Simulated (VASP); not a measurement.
# HfBr (P6/mmm) in VASP: a series of runs

The runs below take HfBr through single point, relaxation of cell and atoms, with PBE.

All numbers are computed with VASP 6.6.1; they aren't measurements. Logs are shortened: lines on timing, memory, paths and dates and some standing lists are left out, and cuts for length are marked.

### 1 The cell of the first run

It takes space group P6/mmm (No. 191, hexagonal). The conventional cell has a = 3.372 Å, b = 3.372 Å, c = 5.138 Å, α = 90.00°, β = 90.00°, γ = 120.00°. Hf (site symmetry 6/mmm) has 2 Br at 2.57 Å and 6 Hf at 3.37 Å within 3.4 Å. Br (site symmetry 6/mmm) has 2 Hf at 2.57 Å and 6 Br at 3.37 Å within 3.4 Å.

### 2 Single point, PBE

The input, INCAR:

```
SYSTEM = HfBr
ALGO = Normal ; EDIFF = 1E-6
ENCUT = 520 ; GGA = PE
ISIF = 2 ; ISMEAR = 0
LASPH = .True. ; LCHARG = .False.
LREAL = .False. ; LWAVE = .False.
NBANDS = 16 ; NELM = 60
PREC = Accurate ; SIGMA = 0.1
```

The input, KPOINTS:

```
k-points
0
Gamma
  6 6 4
  0 0 0
```

The input, POSCAR:

```
HfBr
1.0
    3.3722622995      0.0000000031      0.0000000000
   -1.6861311524      2.9204648181      0.0000000000
    0.0000000000      0.0000000000      5.1381461653
Hf Br
1 1
Direct
    0.0000000000      0.0000000000      0.5000000000
    0.0000000000      0.0000000000      0.0000000000
```

Potentials or basis: VASP PAW PBE potentials, release 64 (Hf_pv, Br).

Command:

```bash
$ cat potpaw_PBE.64/Hf_pv/POTCAR potpaw_PBE.64/Br/POTCAR > POTCAR
$ mpirun -np 1 vasp_std > vasp.out
```

OUTCAR:

```text
SYSTEM = HfBr
   EDIFF = 1E-6
   ENCUT = 520
   GGA = PE
   ISIF = 2
   ISMEAR = 0
   LASPH = .True.
   LREAL = .False.
   NELM = 60
   PREC = Accurate

 ion  position               nearest neighbor table
   1  0.000  0.000  0.500-   2 2.57   2 2.57
   2  0.000  0.000  0.000-   1 2.57   1 2.57

  LATTYP: Found a hexagonal cell.
 ALAT       =     3.3722622995
 C/A-ratio  =     1.5236496183

  Lattice vectors:

 A1 = (   3.3722622995,   0.0000000031,   0.0000000000)
 A2 = (  -1.6861311524,   2.9204648181,   0.0000000000)
 A3 = (   0.0000000000,   0.0000000000,   5.1381461653)

Analysis of symmetry for initial positions (statically):
=====================================================================
 Subroutine PRICEL returns:
 Original cell was already a primitive cell.

 Routine SETGRP: Setting up the symmetry group for a
 hexagonal supercell.

 Subroutine GETGRP returns: Found 24 space group operations
 (whereof 24 operations were pure point group operations)
 out of a pool of 24 trial point group operations.

The static configuration has the point symmetry D_6h.

Analysis of symmetry for dynamics (positions and initial velocities):
=====================================================================
 Subroutine PRICEL returns:
 Original cell was already a primitive cell.

 Routine SETGRP: Setting up the symmetry group for a
 hexagonal supercell.

 Subroutine GETGRP returns: Found 24 space group operations
 (whereof 24 operations were pure point group operations)
 out of a pool of 24 trial point group operations.

The dynamic configuration has the point symmetry D_6h.

 Subroutine INISYM returns: Found 24 space group operations
 (whereof 24 operations are pure point group operations),
 and found     1 'primitive' translations

----------------------------------------------------------------------------------------

                                     Primitive cell

  volume of cell :      50.6034

  direct lattice vectors                    reciprocal lattice vectors
     3.372262300  0.000000003  0.000000000     0.296536838  0.171205624  0.000000000
    -1.686131152  2.920464818  0.000000000    -0.000000000  0.342411247  0.000000000
     0.000000000  0.000000000  5.138146165     0.000000000  0.000000000  0.194622723

  length of vectors
     3.372262300  3.372262300  5.138146165     0.342411247  0.342411247  0.194622723

  position of ions in fractional coordinates (direct lattice)
     0.000000000  0.000000000  0.500000000
     0.000000000  0.000000000  0.000000000

  ion indices of the primitive-cell ions
   primitive index   ion index
                 1           1
                 2           2

----------------------------------------------------------------------------------------

 KPOINTS: k-points

Automatic generation of k-mesh.
 Grid dimensions read from file:
 generate k-points for:    6    6    4

 Generating k-lattice:

  Cartesian coordinates                     Fractional coordinates (reciprocal lattice)
     0.049422806  0.028534271  0.000000000     0.166666667  0.000000000  0.000000000
    -0.000000000  0.057068541  0.000000000    -0.000000000  0.166666667  0.000000000
     0.000000000  0.000000000  0.048655681     0.000000000  0.000000000  0.250000000

  Length of vectors
     0.057068541  0.057068541  0.048655681

  Shift w.r.t. Gamma in fractional coordinates (k-lattice)
     0.000000000  0.000000000  0.000000000

 Subroutine IBZKPT returns following result:
 ===========================================

 Found     21 irreducible k-points:

 Following reciprocal coordinates:
            Coordinates               Weight
  0.000000  0.000000  0.000000      1.000000
  0.166667  0.000000  0.000000      6.000000
  0.333333  0.000000  0.000000      6.000000
  0.500000  0.000000  0.000000      3.000000
  0.166667  0.166667  0.000000      6.000000
  0.333333  0.166667  0.000000     12.000000
[... 13 lines left out ...]
  0.333333  0.166667  0.500000     12.000000
  0.333333  0.333333  0.500000      2.000000
   k-points           NKPTS =     21   k-points in BZ     NKDIM =     21   number of bands    NBANDS=     16
   number of dos      NEDOS =    301   number of ions     NIONS =      2
   total plane-waves  NPLWV =  31360
   dimension x,y,z NGX =    28 NGY =   28 NGZ =   40
   dimension x,y,z NGXF=    56 NGYF=   56 NGZF=   80
   ions per type =               1   1
   NGX,Y,Z   is equivalent  to a cutoff of  13.80, 13.80, 12.94 a.u.
   NGXF,Y,Z  is equivalent  to a cutoff of  27.61, 27.61, 25.88 a.u.
 SYSTEM =  HfBr
   PREC   = accura    normal or accurate (medium, high low for compatibility)
   ISTART =      0    job   : 0-new  1-cont  2-samecut
   ICHARG =      2    charge: 1-file 2-atom 10-const
   ISPIN  =      1    spin polarized calculation?
   LNONCOLLINEAR =      F non collinear calculations
   LSORBIT =      F    spin-orbit coupling
   LASPH  =      T    aspherical Exc in radial PAW
[... 25 lines left out ...]
  Thomas-Fermi vector in A             =   2.274763
   LORBIT       =      0    0 simple, 1 ext, 2 COOP (PROOUT), +10 PAW based schemes
   GGA     = PE    functional components
   LHFCALC =     F    Hartree Fock is set to
   AEXX    =    0.0000 exact exchange contribution
   IVDW    =     0    specifies the selected vdW correction
   LEPSILON=     F    determine dielectric tensor
   LRPA    =     F    only Hartree local field effects (RPA)
 non-spin polarized calculation
 Gauss-broadening in eV      SIGMA  =   0.10
  energy-cutoff  :      520.00
  volume of cell :       50.60
 maximum number of plane-waves:      1387
 NGX is ok and might be reduce to    28
   NGX = 13   NGY = 13   NGZ = 19

 number of electron      17.0000002 magnetization

 Free energy of the ion-electron system (eV)
  ---------------------------------------------------
  ext. energy  EPLUGINS =         0.00000000
  ---------------------------------------------------
  free energy    TOTEN  =       -11.91091890 eV

  energy without entropy =      -11.89498193  energy(sigma->0) =      -11.90295041

 E-fermi :   4.0759     XC(G=0): -10.0319

 val. band max:        4.0599349903   @ k =   0.1667   0.1667   0.5000
 cond. band min:       4.0985660405   @ k =   0.3333   0.0000   0.2500
 fundamental gap:      0.0386310502
 Fermi energy:         4.0759344232

 k-point     1 :       0.0000    0.0000    0.0000
  band No.  band energies     occupation
      1     -27.5008      2.00000
      2     -27.0694      2.00000
      3     -27.0694      2.00000
      4     -12.7863      2.00000
      5      -1.2756      2.00000
      6      -0.2240      2.00000
[... 8 lines left out ...]
     15      10.9449      0.00000
     16      14.7881      0.00000

 k-point     2 :       0.1667    0.0000    0.0000
  band No.  band energies     occupation
      1     -27.4904      2.00000
      2     -27.1480      2.00000
      3     -27.0882      2.00000
      4     -12.5891      2.00000
      5      -1.0629      2.00000
      6       0.1533      2.00000
[... 8 lines left out ...]
     15      12.0806      0.00000
     16      13.8489      0.00000

 k-point     3 :       0.3333    0.0000    0.0000
  band No.  band energies     occupation
      1     -27.4694      2.00000
      2     -27.3019      2.00000
      3     -27.1256      2.00000
      4     -12.1497      2.00000
      5      -0.9702      2.00000
      6      -0.5205      2.00000
[... 8 lines left out ...]
     15      13.2611      0.00000
     16      13.7075      0.00000

 k-point     4 :       0.5000    0.0000    0.0000
  band No.  band energies     occupation
      1     -27.4589      2.00000
      2     -27.3771      2.00000
      3     -27.1442      2.00000
      4     -11.9006      2.00000
      5      -1.7452      2.00000
      6      -0.1325      2.00000
[... 8 lines left out ...]
     15      10.9616      0.00000
     16      13.3357      0.00000
[... 267 lines left out ...]
 k-point    19 :       0.1667    0.1667    0.5000
  band No.  band energies     occupation
      1     -27.4866      2.00000
      2     -27.2488      2.00000
      3     -27.1310      2.00000
      4     -11.9190      2.00000
      5      -2.6901      2.00000
      6      -0.5634      2.00000
[... 8 lines left out ...]
     15      12.1751      0.00000
     16      12.9743      0.00000

 k-point    20 :       0.3333    0.1667    0.5000
  band No.  band energies     occupation
      1     -27.4702      2.00000
      2     -27.3380      2.00000
      3     -27.1841      2.00000
      4     -11.5560      2.00000
      5      -2.1888      2.00000
      6      -1.6307      2.00000
[... 8 lines left out ...]
     15      12.0210      0.00000
     16      13.2865      0.00000

 k-point    21 :       0.3333    0.3333    0.5000
  band No.  band energies     occupation
      1     -27.4647      2.00000
      2     -27.2852      2.00000
      3     -27.2852      2.00000
      4     -11.4279      2.00000
      5      -2.0139      2.00000
      6      -1.0456      2.00000
[... 8 lines left out ...]
     15      13.4122      0.00000
     16      14.2875      0.00000

------------------------ aborting loop because EDIFF is reached ----------------------------------------

  FORCE on cell =-STRESS in cart. coord.  units (eV):
  Direction    XX          YY          ZZ          XY          YZ          ZX
  --------------------------------------------------------------------------------------
  -------------------------------------------------------------------------------------
  Total        0.0335355      0.0335355     -0.1957978      0.0000000      0.0000000      0.0000000
  in kB        1.0617837      1.0617837     -6.1992426      0.0000000      0.0000000      0.0000000
  external PRESSURE =      -1.3585584 kB  Pullay stress =       0.0000000 kB

 VOLUME and BASIS-vectors are now :
 -----------------------------------------------------------------------------
  energy-cutoff  :      520.00
  volume of cell :       50.60
      direct lattice vectors                 reciprocal lattice vectors
     3.372262300  0.000000003  0.000000000     0.296536838  0.171205624  0.000000000
    -1.686131152  2.920464818  0.000000000    -0.000000000  0.342411247  0.000000000
     0.000000000  0.000000000  5.138146165     0.000000000  0.000000000  0.194622723

 POSITION                                       TOTAL-FORCE (eV/Angst)
 -----------------------------------------------------------------------------------
      0.00000      0.00000      2.56907        -0.000000      0.000000      0.000000
      0.00000      0.00000      0.00000         0.000000      0.000000      0.000000
 -----------------------------------------------------------------------------------
    total drift:                               -0.000000     -0.000000     -0.000000

  FREE ENERGIE OF THE ION-ELECTRON SYSTEM (eV)
  ---------------------------------------------------
  free  energy   TOTEN  =       -11.9109189018 eV

  energy  without entropy=      -11.8949819263  energy(sigma->0) =      -11.90295041
```

It took 15 s on 1 thread of Intel Xeon Platinum 8488C (Sapphire Rapids), shared host; peak memory 0.18 GiB.

Results:

- Free energy: -11.9109 eV
- Pressure: -0.1 GPa

Caveat: spin-orbit coupling is left out, which moves the levels of the heavy elements; an odd number of electrons without spin polarisation forces a metal; a magnetic or distorted state may lie lower.

### 3 Single point, PBE

This run uses another cell than the first one, of 29.85 Å³/atom, 1.180 times its volume.

The input, INCAR:

```
SYSTEM = HfBr
PREC = Accurate
ENCUT = 520
EDIFF = 1E-7
ISMEAR = 0
SIGMA = 0.1
LREAL = .False.
LASPH = .True.
NELM = 60
ALGO = Normal
ISIF = 2
LWAVE = .False.
LCHARG = .False.
GGA = PE
NBANDS = 16
```

The input, KPOINTS:

```
regular mesh
0
Gamma
  6 6 4
  0 0 0
```

The input, POSCAR:

```
HfBr
1.0
    3.1896822300      0.0000000000      0.0000000000
   -1.5948411200      2.7623458400      0.0000000000
    0.0000000000      0.0000000000      6.7749483900
Hf Br
1 1
Direct
    0.0000000000      0.0000000000      0.5000000000
    0.0000000000      0.0000000000      0.0000000000
```

Potentials or basis: VASP PAW PBE potentials, release 64 (Hf_pv, Br).

Command:

```bash
$ cat potpaw_PBE.64/Hf_pv/POTCAR potpaw_PBE.64/Br/POTCAR > POTCAR
$ mpirun -np 1 vasp_std > vasp.out
```

It took 18 s on 1 thread of Intel Xeon Platinum 8488C (Sapphire Rapids), shared host; peak memory 0.18 GiB.

The run converged. Its results:

```
Free energy : -10.1327 eV
Pressure    : -6.5 GPa
```

Stress tensor (GPa, compression positive):
```
 -2.68   0.00   0.00
  0.00  -2.68   0.00
  0.00   0.00 -14.09
```

Levels at points of the mesh, in eV from the Fermi level:
| k point | band 7 | band 8 | band 9 | band 10 | band 11 | band 12 |
| --- | --- | --- | --- | --- | --- | --- |
| (0.00, 0.00, 0.00) | 0.28 | 0.56 | 0.56 | 1.39 | 1.39 | 3.51 |
| (0.50, 0.00, 0.00) | -2.32 | -0.79 | -0.73 | 1.64 | 1.81 | 2.88 |
| (0.00, 0.00, 0.50) | 0.54 | 0.54 | 1.14 | 1.39 | 1.39 | 2.22 |
| (0.50, 0.00, 0.50) | -2.01 | -0.75 | -0.40 | 1.33 | 2.98 | 3.17 |

Caveat: the k points lie up to 0.38 Å⁻¹ apart; spin-orbit coupling is left out, which moves the levels of the heavy elements; an odd number of electrons without spin polarisation forces a metal; a magnetic or distorted state may lie lower.

### 4 Relaxation of cell and atoms, PBE

This run uses another cell than the first one, of 29.85 Å³/atom, 1.180 times its volume.

The input, INCAR:

```
  PREC = Accurate
  ENCUT = 600
  EDIFF = 1E-6
  ISMEAR = 0
  SIGMA = 0.1
  LREAL = False
  LASPH = True
  NELM = 100
  ALGO = Normal
  ISIF = 3
  LWAVE = False
  LCHARG = False
  GGA = PE
  IBRION = 2
  NSW = 90
  EDIFFG = -0.04
```

The input, KPOINTS:

```
Automatic mesh
0
Gamma
  6 6 4
```

POSCAR is that of step 3.

Command:

```bash
$ cat potpaw_PBE.64/Hf_pv/POTCAR potpaw_PBE.64/Br/POTCAR > POTCAR
$ mpirun -np 1 vasp_std > vasp.out
```

Run time: 3 min. Hardware: 1 thread of Intel Xeon Platinum 8488C (Sapphire Rapids), shared host; peak memory 0.21 GiB.

Results (log left out):

```yaml
Free_energy: -11.9115 eV
Relaxed_volume: 25.29 Å³/atom
Relaxed_cell: a = 3.374 Å, b = 3.374 Å, c = 5.131 Å, α = 90.00°, β = 90.00°, γ = 120.00°
Space_group_after_relaxing_to_0.05_Å: P6/mmm (No. 191)
Energy_gained_by_relaxing: 889.4 meV/atom
Ionic_steps: 16
Pressure_after_relaxing: 0.0 GPa
```

Stress tensor (GPa, compression positive):
```
 0.03  0.00  0.00
 0.00  0.03  0.00
 0.00  0.00 -0.10
```

Step by step:
```csv
step,energy change (eV),largest force (eV/Å),pressure (GPa),volume (Å³)
1,0.0000,0.0000,-6.48,59.69
2,-0.7543,0.0000,-0.95,49.66
3,28.0477,0.0000,445.96,24.06
4,-0.8167,0.0000,-0.09,48.87
5,-0.0372,0.0000,51.84,35.69
6,-1.0085,0.0000,3.38,46.31
7,-1.1441,0.0000,17.48,40.87
8,-1.1639,0.0000,9.78,43.15
9,-1.3506,0.0000,15.58,41.91
10,-1.3521,0.0000,16.42,41.76
11,-1.5411,0.0000,11.85,43.62
12,-1.7427,0.0000,4.38,48.04
13,-1.7537,0.0000,2.96,49.24
14,-1.7542,0.0000,2.63,49.55
15,-1.7773,0.0000,0.62,50.31
16,-1.7787,0.0000,-0.01,50.58
```

Final structure:
```cif
data_structure
_symmetry_space_group_name_H-M 'P 1'
_symmetry_Int_Tables_number 1
_cell_length_a 3.3739
_cell_length_b 3.3739
_cell_length_c 5.1308
_cell_angle_alpha 90.000
_cell_angle_beta 90.000
_cell_angle_gamma 120.000
_cell_volume 50.58
loop_
_atom_site_label
_atom_site_type_symbol
_atom_site_fract_x
_atom_site_fract_y
_atom_site_fract_z
_atom_site_occupancy
Hf1 Hf 0.00000 0.00000 0.50000 1
Br1 Br 0.00000 0.00000 0.00000 1
```

Levels at points of the mesh, in eV from the Fermi level:
```
           k point  band 4  band 5  band 6  band 7  band 8  band 9  band 10  band 11  band 12
(0.00, 0.00, 0.00)  -16.88   -5.35   -4.29   -1.56   -1.56    1.26     1.26     1.94     2.71
(0.50, 0.00, 0.00)  -16.00   -5.83   -4.22   -2.54   -1.89   -1.01     1.95     2.43     2.54
(0.00, 0.00, 0.50)  -16.52   -7.57   -3.48   -1.94   -1.94    1.30     1.30     3.98     3.98
(0.50, 0.00, 0.50)  -15.64   -6.29   -6.14   -2.91   -1.70    0.69     1.39     3.43     5.32
```

Caveat: the k points lie up to 0.36 Å⁻¹ apart in the final cell; the volume moved by over 15 % at a fixed basis, so the end points are rough; spin-orbit coupling is left out, which moves the levels of the heavy elements; an odd number of electrons without spin polarisation forces a metal; a magnetic or distorted state may lie lower.

### 5 Single point, PBE

This run uses another cell than the first one, of 25.47 Å³/atom, 1.007 times its volume.

The input, INCAR:

```
SYSTEM = HfBr
  PREC = Accurate
  ENCUT = 520
  EDIFF = 1E-6
  ISMEAR = 0
  SIGMA = 0.1
  LREAL = .False.
  LASPH = .True.
  NELM = 60
  ALGO = Normal
  ISIF = 2
  LWAVE = .False.
  LCHARG = .False.
  GGA = PE
  NBANDS = 16
```

The input, KPOINTS:

```
Automatic mesh
0
Gamma
  18 18 12
  0 0 0
```

The input, POSCAR:

```
HfBr
1.0
    3.3805892419      0.0000000000      0.0000000000
   -1.6902946209      2.9276761633      0.0000000000
    0.0000000000      0.0000000000      5.1463645300
Hf Br
1 1
Direct
    0.0000000000      0.0000000000      0.5000000000
    0.0000000000      0.0000000000      0.0000000000
```

Command:

```bash
$ cat potpaw_PBE.64/Hf_pv/POTCAR potpaw_PBE.64/Br/POTCAR > POTCAR
$ mpirun -np 1 vasp_std > vasp.out
```

Run time: 2.1 min. Hardware: 1 thread of Intel Xeon Platinum 8488C (Sapphire Rapids), shared host; peak memory 0.35 GiB.

It converged, with:

* Free energy: -11.9170 eV
* Pressure: -0.3 GPa

Stress tensor (GPa, compression positive):
```
-0.13  0.00  0.00
 0.00 -0.13  0.00
 0.00  0.00 -0.71
```

Levels at points of the mesh, in eV from the Fermi level:
| k point | band 4 | band 5 | band 6 | band 7 | band 8 | band 9 | band 10 | band 11 | band 12 | band 13 |
| --- | --- | --- | --- | --- | --- | --- | --- | --- | --- | --- |
| (0.00, 0.00, 0.00) | -16.89 | -5.40 | -4.28 | -1.61 | -1.61 | 1.26 | 1.26 | 1.86 | 2.67 | 2.67 |
| (0.50, 0.00, 0.00) | -16.03 | -5.84 | -4.27 | -2.58 | -1.88 | -1.02 | 1.92 | 2.40 | 2.45 | 4.77 |
| (0.00, 0.00, 0.50) | -16.55 | -7.58 | -3.47 | -1.98 | -1.98 | 1.29 | 1.29 | 3.41 | 3.91 | 3.91 |
| (0.50, 0.00, 0.50) | -15.68 | -6.31 | -6.15 | -2.95 | -1.69 | 0.67 | 1.35 | 3.37 | 4.77 | 5.28 |

Caveat: spin-orbit coupling is left out, which moves the levels of the heavy elements; an odd number of electrons without spin polarisation forces a metal; a magnetic or distorted state may lie lower.

### 6 The runs side by side

```csv
task,cell,k mesh,cutoff (eV),gap on the mesh (eV),pressure (GPa)
single point,"a = 3.372, b = 3.372, c = 5.138 Å, angles 90.0, 90.0, 120.0°, 2 atoms",6 × 6 × 4,520,none,-0.1
single point,"a = 3.190, b = 3.190, c = 6.775 Å, angles 90.0, 90.0, 120.0°, 2 atoms",6 × 6 × 4,520,none,-6.5
relaxation of cell and atoms,"relaxed from a = 3.190, b = 3.190, c = 6.775 Å, angles 90.0, 90.0, 120.0°, 2 atoms",6 × 6 × 4,600,none,0.0
single point,"a = 3.381, b = 3.381, c = 5.146 Å, angles 90.0, 90.0, 120.0°, 2 atoms",18 × 18 × 12,520,none,-0.3
```

Alike in all rows: level PBE; potentials or basis VASP PAW PBE potentials, release 64 (Hf_pv, Br); no spin polarisation; smearing gaussian 0.1 eV.

Caveats: some runs use coarse meshes; spin-orbit coupling is left out, which moves the levels of the heavy elements; an odd number of electrons without spin polarisation forces a metal; a magnetic or distorted state may lie lower; the volume moved by over 15 % at a fixed basis, so the end points are rough (some runs).

Absolute energies hang on the potentials; compare differences alone.
